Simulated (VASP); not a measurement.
Runs of VASP 6.6.1 on MgO. The structure is that of space group P6_3/mmc (No. 194), or close to it. The cells are those of the table. 

| level | cell | k mesh | gap on the mesh (eV) | pressure (GPa) |
| --- | --- | --- | --- | --- |
| r2SCAN | a = 2.980, b = 2.980, c = 5.192 Å, angles 90.0, 90.0, 120.0°, 4 atoms | 9 × 9 × 4 | 4.76 | -9.4 |
| PBE | a = 3.016, b = 3.016, c = 5.258 Å, angles 90.0, 90.0, 120.0°, 4 atoms | 9 × 9 × 4 | 3.60 | (c) |
| PBE | a = 2.898, b = 2.898, c = 5.051 Å, angles 90.0, 90.0, 120.0°, 4 atoms | 9 × 9 × 4 | 4.70 | (b) |
| PBE | a = 2.928, b = 2.928, c = 5.105 Å, angles 90.0, 90.0, 120.0°, 4 atoms | 9 × 9 × 4 | 4.39 | 4.0 |
| PBE | a = 2.923, b = 2.923, c = 5.092 Å, angles 90.0, 90.0, 120.0°, 4 atoms | 12 × 12 × 6 | (a) | 5.0 |
| r2SCAN | a = 2.894, b = 2.894, c = 5.041 Å, angles 90.0, 90.0, 120.0°, 4 atoms | 9 × 9 × 4 | 5.62 | 4.2 |
| r2SCAN | a = 2.863, b = 2.863, c = 4.988 Å, angles 90.0, 90.0, 120.0°, 4 atoms | 9 × 9 × 4 | 5.95 | 10.3 |
| r2SCAN | a = 2.952, b = 2.952, c = 5.143 Å, angles 90.0, 90.0, 120.0°, 4 atoms | 9 × 9 × 4 | 5.03 | -5.6 |

Alike in all rows: task single point; potentials or basis VASP PAW PBE potentials, release 64 (Mg, O); no spin polarisation; cutoff (eV) 520; smearing gaussian 0.01 eV.

Q: Estimate the missing entries.

A: (a) 4.45; (b) 9.5; (c) -8.1.

Caveats: the PAW data sets were made with another functional, which shifts forces and pressure a little (some runs).

A k mesh can miss the band edges.
